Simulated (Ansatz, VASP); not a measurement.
# Ag in VASP and in Ansatz

Contents of INCAR:

```
  ALGO = Fast
  EDIFF = 1E-6
  EDIFFG = -0.025
  ENCUT = 600
  GGA = PE
  IBRION = 2
  ISIF = 3
  ISMEAR = 0
  LASPH = T
  LCHARG = F
  LREAL = F
  LWAVE = F
  NELM = 100
  NSW = 80
  PREC = Accurate
  SIGMA = 0.2
```

KPOINTS

```
k-points
0
Gamma
  8 4 4
```

Contents of POSCAR:

```
Ag
1.0
   -1.4167283076      1.4378304404      2.0477645617
    1.4882980425      4.5112836149     -2.1369861288
   -4.2945272097     -1.5094001753     -2.0285185917
Ag
4
Direct
   -0.0183563464     -0.0093533077      0.0406101730
    0.4943009513      0.5034500148      0.9580358107
    0.0606685534      0.5045226148      0.4750653720
    0.4633868418      1.0013806781      0.5262886444
```

Input for Ansatz:

```yaml
crystal:
  lattice:
    - [-1.4167283076, 1.4378304404, 2.0477645617]
    - [1.4882980425, 4.5112836149, -2.1369861288]
    - [-4.2945272097, -1.5094001753, -2.0285185917]
  atoms:
    - { symbol: Ag, position: [-0.0183563464, -0.0093533077, 0.040610173] }
    - { symbol: Ag, position: [0.4943009513, 0.5034500148, 0.9580358107] }
    - { symbol: Ag, position: [0.0606685534, 0.5045226148, 0.475065372] }
    - { symbol: Ag, position: [0.4633868418, 1.0013806781, 0.5262886444] }
basis:
  ecutwfc: 420
kpoints:
  mp_grid: { grid: [8, 4, 4] }
hamiltonian:
  xc: pbe
scf:
  occupations: { method: gaussian, width: 0.2 }
  lower_state_search: "off"
output:
  forces: true
  stress: true
  eigenvalues: true
relax:
  adjacent_minimum: "off"
  f_tol: 0.025
  max_steps: 60
  cell: { stress_tol: 0.25 }
```

Change from the starting cell: cell x4, atoms moved at random (sigma 0.15 Å) and cell strained at random (1.5 %), then relaxed without symmetry.

Alike in both runs: task relaxation of cell and atoms; functional PBE; k mesh 8 × 4 × 4; occupations gaussian, width 0.2 eV; no spin polarisation.

|  | VASP | Ansatz |
| --- | --- | --- |
| version | VASP 6.6.1 | Ansatz 0.2.0 |
| potentials or method | VASP PAW PBE potentials, release 64 (Ag), cutoff 600 eV | scalar-relativistic, plane waves, PAW |
| valence electrons in the cell | 44 | 76 |

Ansatz gave:

```
gap on the k mesh at the Fermi level, each at its own relaxed structure (eV) : none
relaxed volume (Å³/atom)                                                     : 17.89
relaxed cell length with the largest relative difference (Å)                 : 5.069
```

**Question.** Which values does VASP return?

**Answer.** gap on the k mesh at the Fermi level, each at its own relaxed structure (eV): none; relaxed volume (Å³/atom): 17.88; relaxed cell length with the largest relative difference (Å): 4.987.

A gap of «none» marks a metal or a gap that the smearing closes. VASP's potentials hold 44 valence electrons a cell and Ansatz's 76, so a difference there can come from the potentials and not from the codes.
